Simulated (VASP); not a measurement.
A run of VASP 6.6.1 is set up as follows.

File INCAR:

```
SYSTEM = LiH
  ALGO = Normal
  EDIFF = 1E-7
  ENCUT = 520
  GGA = PE
  ISIF = 2
  ISMEAR = 0
  LASPH = .True.
  LCHARG = .False.
  LREAL = .False.
  LWAVE = .False.
  NBANDS = 9
  NELM = 100
  PREC = Accurate
  SIGMA = 0.01
```

File KPOINTS:

```
k-points
0
Gamma
  6 6 6
  0 0 0
```

POSCAR

```
LiH
1.0
    0.0000000000      2.2309268903      2.2309268903
    2.2309268903      0.0000000000      2.2309268903
    2.2309268903      2.2309268903      0.0000000000
Li H
1 1
Direct
    0.0000000000      0.0000000000      0.0000000000
    0.2500000000      0.2500000000      0.2500000000
```

Potentials or basis: VASP PAW PBE potentials, release 64 (Li_sv, H).

Command:

```console
$ cat potpaw_PBE.64/Li_sv/POTCAR potpaw_PBE.64/H/POTCAR > POTCAR
$ mpirun -np 1 vasp_std > vasp.out
```

**Question.** Predict the band gap on the k mesh.

**Answer.** 4.12 eV (least direct gap 5.00 eV).

Caveat: the cell differs from its parent crystal (strain +4.0%). A k mesh can miss the band edges.
